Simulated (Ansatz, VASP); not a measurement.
# Pd: VASP beside Ansatz

```
CELL_PARAMETERS angstrom
5.50020 0.00000 0.00000
-2.75010 4.76331 0.00000
0.00000 0.00000 22.71789
ATOMIC_POSITIONS crystal
Pd 0.33333 0.16667 0.35215
Pd 0.33333 0.66667 0.35215
Pd 0.83333 0.16667 0.35215
Pd 0.83333 0.66667 0.35215
Pd 0.66501 0.33279 0.45261
Pd 0.66480 0.83272 0.45276
Pd 0.16477 0.33289 0.45268
Pd 0.16470 0.83296 0.45272
Pd 0.99637 0.49978 0.55314
Pd 0.99606 0.99993 0.55341
Pd 0.49609 0.49957 0.55294
Pd 0.49672 0.00173 0.55354
```

Alike in both runs: task single point; functional PBE; dispersion D3(BJ); k mesh 4 × 4 × 1; occupations gaussian, width 0.1 eV; no spin polarisation.

```csv
,VASP,Ansatz
version,VASP 6.6.1,Ansatz 0.2.0
potentials or method,"VASP PAW PBE potentials, release 64 (Pd), cutoff 520 eV","scalar-relativistic, plane waves, PAW"
valence electrons in the cell,120,216
```

```csv
,VASP,Ansatz,Ansatz less VASP
gap on the k mesh at the Fermi level (eV),none,none,-
rms of the force components (eV/Å),0.018,0.017,-0.0010
```

Atom by atom the forces differ by 0.008 eV/Å (rms over components). A gap of «none» marks a metal or a gap that the smearing closes. VASP's potentials hold 120 valence electrons a cell and Ansatz's 216, so a difference there can come from the potentials and not from the codes.
